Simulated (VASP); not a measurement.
# Zr (I4/mmm) in VASP: single point with PBEsol

Aim: the single point of Zr with PBEsol.

All numbers are computed with VASP 6.6.1; they aren't measurements. Logs are shortened: lines on timing, memory, paths and dates and some standing lists are left out, and cuts for length are marked.

## Step 1: The cell of the first run

Symmetry: I4/mmm, No. 139, tetragonal system. The conventional cell has a = 3.288 Å, b = 3.288 Å, c = 5.009 Å, α = 90.00°, β = 90.00°, γ = 90.00°. Zr (site symmetry 4/mmm) has 12 Zr at 3.29 to 3.42 Å within 4.3 Å.

## Step 2: Single point, PBEsol

File INCAR:

```
ALGO = Normal ; EDIFF = 1E-7
ENCUT = 520 ; GGA = PS
ISIF = 2 ; ISMEAR = -1
LASPH = True ; LCHARG = True
LELF = True ; LREAL = False
LVHAR = True ; LWAVE = False
NBANDS = 12 ; NELM = 100
PREC = Accurate ; SIGMA = 0.05
```

File KPOINTS:

```
k-points
0
Gamma
  12 12 12
```

File POSCAR:

```
Zr
1.0
   -1.6439080000      1.6439080000      2.5043990000
    1.6439080000     -1.6439080000      2.5043990000
    1.6439080000      1.6439080000     -2.5043990000
Zr
1
Direct
    0.0000000000      0.0000000000      0.0000000000
```

Potentials or basis: VASP PAW PBE potentials, release 64 (Zr_sv).

Launch:

```bash
$ cat potpaw_PBE.64/Zr_sv/POTCAR > POTCAR
$ mpirun -np 1 vasp_std > vasp.out
```

OUTCAR:

```text
EDIFF = 1E-7
   ENCUT = 520
   GGA = PS
   ISIF = 2
   ISMEAR = -1
   LASPH = True
   LREAL = False
   NELM = 100
   PREC = Accurate

 ion  position               nearest neighbor table
   1  0.000  0.000  0.000-

  LATTYP: Found a body centered tetragonal cell.
 ALAT       =     3.2878160000
 C/A-ratio  =     1.5234423094

  Lattice vectors:

 A1 = (  -1.6439080000,   1.6439080000,   2.5043990000)
 A2 = (   1.6439080000,  -1.6439080000,   2.5043990000)
 A3 = (   1.6439080000,   1.6439080000,  -2.5043990000)

Analysis of symmetry for initial positions (statically):
=====================================================================
 Subroutine PRICEL returns:
 Original cell was already a primitive cell.

 Routine SETGRP: Setting up the symmetry group for a
 body centered tetragonal supercell.

 Subroutine GETGRP returns: Found 16 space group operations
 (whereof 16 operations were pure point group operations)
 out of a pool of 16 trial point group operations.

The static configuration has the point symmetry D_4h.

Analysis of symmetry for dynamics (positions and initial velocities):
=====================================================================
 Subroutine PRICEL returns:
 Original cell was already a primitive cell.

 Routine SETGRP: Setting up the symmetry group for a
 body centered tetragonal supercell.

 Subroutine GETGRP returns: Found 16 space group operations
 (whereof 16 operations were pure point group operations)
 out of a pool of 16 trial point group operations.

The dynamic configuration has the point symmetry D_4h.

 Subroutine INISYM returns: Found 16 space group operations
 (whereof 16 operations are pure point group operations),
 and found     1 'primitive' translations

----------------------------------------------------------------------------------------

                                     Primitive cell

  volume of cell :      27.0719

  direct lattice vectors                    reciprocal lattice vectors
    -1.643908000  1.643908000  2.504399000     0.000000000  0.304153274  0.199648698
     1.643908000 -1.643908000  2.504399000     0.304153274  0.000000000  0.199648698
     1.643908000  1.643908000 -2.504399000     0.304153274  0.304153274  0.000000000

  length of vectors
     3.417145209  3.417145209  3.417145209     0.363825256  0.363825256  0.430137685

  position of ions in fractional coordinates (direct lattice)
     0.000000000  0.000000000  0.000000000

  ion indices of the primitive-cell ions
   primitive index   ion index
                 1           1

----------------------------------------------------------------------------------------

 KPOINTS: k-points

Automatic generation of k-mesh.
 Grid dimensions read from file:
 generate k-points for:   12   12   12

 Generating k-lattice:

  Cartesian coordinates                     Fractional coordinates (reciprocal lattice)
     0.000000000  0.025346106  0.016637392     0.083333333  0.000000000  0.000000000
     0.025346106  0.000000000  0.016637392     0.000000000  0.083333333  0.000000000
     0.025346106  0.025346106  0.000000000     0.000000000  0.000000000  0.083333333

  Length of vectors
     0.030318771  0.030318771  0.035844807

  Shift w.r.t. Gamma in fractional coordinates (k-lattice)
     0.000000000  0.000000000  0.000000000

 Subroutine IBZKPT returns following result:
 ===========================================

 Found    163 irreducible k-points:

 Following reciprocal coordinates:
            Coordinates               Weight
  0.000000  0.000000  0.000000      1.000000
  0.083333  0.000000  0.000000      8.000000
  0.166667  0.000000  0.000000      8.000000
  0.250000  0.000000 -0.000000      8.000000
  0.333333  0.000000  0.000000      8.000000
  0.416667 -0.000000  0.000000      8.000000
[... 16 lines left out ...]
  0.500000  0.166667  0.000000     16.000000
 -0.416667  0.166667 -0.000000     16.000000
 [... further k-points ...]
   k-points           NKPTS =    163   k-points in BZ     NKDIM =    163   number of bands    NBANDS=     12
   number of dos      NEDOS =    301   number of ions     NIONS =      1
   total plane-waves  NPLWV =  21952
   dimension x,y,z NGX =    28 NGY =   28 NGZ =   28
   dimension x,y,z NGXF=    56 NGYF=   56 NGZF=   56
   ions per type =               1
   NGX,Y,Z   is equivalent  to a cutoff of  13.62, 13.62, 13.62 a.u.
   NGXF,Y,Z  is equivalent  to a cutoff of  27.24, 27.24, 27.24 a.u.
 SYSTEM =  unknown system
   PREC   = accura    normal or accurate (medium, high low for compatibility)
   ISTART =      0    job   : 0-new  1-cont  2-samecut
   ICHARG =      2    charge: 1-file 2-atom 10-const
   ISPIN  =      1    spin polarized calculation?
   LNONCOLLINEAR =      F non collinear calculations
   LSORBIT =      F    spin-orbit coupling
   LASPH  =      T    aspherical Exc in radial PAW
   ENCUT  =  520.0 eV  38.22 Ry    6.18 a.u.   6.35  6.35  6.35*2*pi/ulx,y,z
   NELM   =    100;   NELMIN=  2; NELMDL= -5     # of ELM steps
   EDIFF  = 0.1E-06   stopping-criterion for ELM
   LREAL  =      F    real-space projection
   EDIFFG = 0.1E-05   stopping-criterion for IOM
   NSW    =      0    number of steps for IOM
   IBRION =     -1    ionic relax: 0-MD 1-quasi-New 2-CG
   NFREE  =      0    steps in history (QN), initial steepest desc. (CG)
   ISIF   =      2    stress and relaxation
   ISYM   =      2    0-nonsym 1-usesym 2-fastsym
   POTIM  = 0.5000    time-step for ionic-motion
   TEBEG  =    0.0;   TEEND  =   0.0 temperature during run
   PSTRESS=    0.0 pullay stress
   NELECT =      12.0000    total number of electrons
   NUPDOWN=      -1.0000    fix difference up-down
   EMIN   =  10.00;   EMAX   =-10.00  energy-range for DOS
   EFERMI =   0.00;   METHOD = LEGACY
   ISMEAR =    -1;   SIGMA  =   0.05  broadening in eV -4-tet -1-fermi 0-gaus
   EFERMI_NEDOS =   21; number of points for ismear=-14 and -15
   IALGO  =     38    algorithm
   IMIX   =      4    mixing-type and parameters
     AMIX     =   0.40;   BMIX     =  1.00
     AMIX_MAG =   1.60;   BMIX_MAG =  1.00
  volume/ion in A,a.u.               =      27.07       182.69
  Fermi-wavevector in a.u.,A,eV,Ry     =   1.248233  2.358819 21.199049  1.558086
  Thomas-Fermi vector in A             =   2.382329
   LORBIT       =      0    0 simple, 1 ext, 2 COOP (PROOUT), +10 PAW based schemes
   GGA     = PS    functional components
   LHFCALC =     F    Hartree Fock is set to
   AEXX    =    0.0000 exact exchange contribution
   IVDW    =     0    specifies the selected vdW correction
   LEPSILON=     F    determine dielectric tensor
   LRPA    =     F    only Hartree local field effects (RPA)
 non-spin polarized calculation
  energy-cutoff  :      520.00
  volume of cell :       27.07
 maximum number of plane-waves:       745
 NGX is ok and might be reduce to    28
   NGX = 13   NGY = 13   NGZ = 13

 number of electron      12.0000000 magnetization

 Free energy of the ion-electron system (eV)
  ---------------------------------------------------
  ext. energy  EPLUGINS =         0.00000000
  ---------------------------------------------------
  free energy    TOTEN  =        -8.81281348 eV

  energy without entropy =       -8.79703739  energy(sigma->0) =       -8.80492543

 E-fermi :   7.1516     XC(G=0): -10.5319

 val. band max:        7.1461344248   @ k =  -0.0833   0.3333   0.0833
 cond. band min:       7.1704485689   @ k =  -0.3333   0.3333   0.1667
 fundamental gap:      0.0243141442
 Fermi energy:         7.1515869192

 k-point     1 :       0.0000    0.0000    0.0000
  band No.  band energies     occupation
      1     -41.7631      2.00000
      2     -19.4708      2.00000
      3     -19.4522      2.00000
      4     -19.4522      2.00000
      5       1.9289      2.00000
      6       7.6561      0.00008
      7       8.3450      0.00000
      8       8.3450      0.00000
      9       9.5559      0.00000
     10      10.4830      0.00000
     11      17.4435      0.00000
     12      20.0245      0.00000

 k-point     2 :       0.0833    0.0000    0.0000
  band No.  band energies     occupation
      1     -41.7581      2.00000
      2     -19.5005      2.00000
      3     -19.4711      2.00000
      4     -19.4554      2.00000
      5       2.1183      2.00000
      6       7.6695      0.00006
      7       8.2439      0.00000
      8       8.4323      0.00000
      9       9.5164      0.00000
     10      10.3801      0.00000
     11      17.8252      0.00000
     12      19.9176      0.00000

 k-point     3 :       0.1667    0.0000    0.0000
  band No.  band energies     occupation
      1     -41.7445      2.00000
      2     -19.6107      2.00000
      3     -19.4925      2.00000
      4     -19.4643      2.00000
      5       2.6502      2.00000
      6       7.5177      0.00132
      7       8.1410      0.00000
      8       8.6296      0.00000
      9       9.5518      0.00000
     10      10.1899      0.00000
     11      18.4950      0.00000
     12      19.0782      0.00000
[... 286 lines left out ...]
 k-point    23 :       0.5000    0.1667    0.0000
  band No.  band energies     occupation
      1     -41.6801      2.00000
      2     -19.9980      2.00000
      3     -19.6173      2.00000
      4     -19.5836      2.00000
      5       5.1501      2.00000
      6       6.8030      1.99813
      7       7.7389      0.00002
      8       8.4882      0.00000
      9      11.5600      0.00000
     10      12.0440      0.00000
     11      14.8470      0.00000
     12      18.5478      0.00000

 k-point    24 :      -0.4167    0.1667   -0.0000
  band No.  band energies     occupation
      1     -41.6889      2.00000
      2     -19.9409      2.00000
      3     -19.5918      2.00000
      4     -19.5790      2.00000
      5       4.8611      2.00000
      6       6.6777      1.99985
      7       7.7447      0.00001
      8       8.6083      0.00000
      9      11.0213      0.00000
     10      11.4512      0.00000
     11      16.1655      0.00000
     12      18.9403      0.00000

 [... further k-points ...]

------------------------ aborting loop because EDIFF is reached ----------------------------------------

  FORCE on cell =-STRESS in cart. coord.  units (eV):
  Direction    XX          YY          ZZ          XY          YZ          ZX
  --------------------------------------------------------------------------------------
  -------------------------------------------------------------------------------------
  Total       -2.1667309     -2.1667309     -2.5512492      0.0000000     -0.0000000      0.0000000
  in kB     -128.2321832   -128.2321832   -150.9888692      0.0000000     -0.0000000      0.0000000
  external PRESSURE =    -135.8177452 kB  Pullay stress =       0.0000000 kB

 VOLUME and BASIS-vectors are now :
 -----------------------------------------------------------------------------
  energy-cutoff  :      520.00
  volume of cell :       27.07
      direct lattice vectors                 reciprocal lattice vectors
    -1.643908000  1.643908000  2.504399000     0.000000000  0.304153274  0.199648698
     1.643908000 -1.643908000  2.504399000     0.304153274  0.000000000  0.199648698
     1.643908000  1.643908000 -2.504399000     0.304153274  0.304153274  0.000000000

 POSITION                                       TOTAL-FORCE (eV/Angst)
 -----------------------------------------------------------------------------------
      0.00000      0.00000      0.00000         0.000000      0.000000      0.000000
 -----------------------------------------------------------------------------------
    total drift:                                0.000000     -0.000000     -0.000000

  FREE ENERGIE OF THE ION-ELECTRON SYSTEM (eV)
  ---------------------------------------------------
  free  energy   TOTEN  =        -8.8128134765 eV

  energy  without entropy=       -8.7970373928  energy(sigma->0) =       -8.80492543
```

Wall time 87 s (1 thread of Intel Xeon 8259CL, shared host); peak memory 0.19 GiB.

What came out:

| Property | Result |
| --- | --- |
| Free energy | -8.8128 eV |
| Pressure | -13.6 GPa |
| Band gap on the k mesh | zero (bands 6 and 7 overlap by 1.21 eV) |

Stress tensor (GPa, compression positive):
```
-12.82   0.00   0.00
  0.00 -12.82   0.00
  0.00   0.00 -15.10
```

Levels at points of the mesh, in eV from the Fermi level:
```
           k point  band 2  band 3  band 4  band 5  band 6  band 7  band 8  band 9  band 10  band 11
(0.00, 0.00, 0.00)  -26.62  -26.60  -26.60   -5.22    0.50    1.19    1.19    2.40     3.33    10.29
(0.50, 0.00, 0.00)  -27.20  -26.72  -26.65   -2.56    0.46    0.72    1.16    4.18     4.50     7.84
(0.50, 0.50, 0.00)  -27.17  -26.89  -26.80   -2.39   -1.69    2.67    4.25    4.41     5.09     8.20
(0.50, 0.50, 0.50)  -27.15  -26.77  -26.77   -2.47   -1.62    1.68    4.41    4.73     4.73     8.93
```

Caveat: the cell stands under tension; the PAW data sets were made with another functional, which shifts forces and pressure a little.
